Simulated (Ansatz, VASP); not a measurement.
**MgS: VASP beside Ansatz**

```
Mg S
1.0
     0.00000    2.66986    2.66986
     2.66986    0.00000    2.66986
     2.66986    2.66986    0.00000
Mg S
1 1
Direct
  0.00000 0.00000 0.00000
  0.50000 0.50000 0.50000
```

Alike in both runs: task single point; functional revPBE; k mesh 8 × 8 × 8; occupations gaussian, width 0.05 eV; no spin polarisation.

|  | VASP | Ansatz |
| --- | --- | --- |
| version | VASP 6.6.1 | Ansatz 0.2.0 |
| potentials or method | VASP PAW PBE potentials, release 64 (Mg, S), cutoff 600 eV | scalar-relativistic, plane waves, PAW |
| valence electrons in the cell | 8 | 16 |

|  | VASP | Ansatz | Ansatz less VASP |
| --- | --- | --- | --- |
| gap on the k mesh at the Fermi level (eV) | 2.72 | 2.75 | +0.029 |
| least direct gap on the mesh (eV) | 3.25 | 3.27 | +0.020 |
| pressure (GPa) | -2.9 | -2.6 | +0.31 |

VASP's potentials were made for PBE, not for revPBE. VASP's potentials hold 8 valence electrons a cell and Ansatz's 16, so a difference there can come from the potentials and not from the codes.
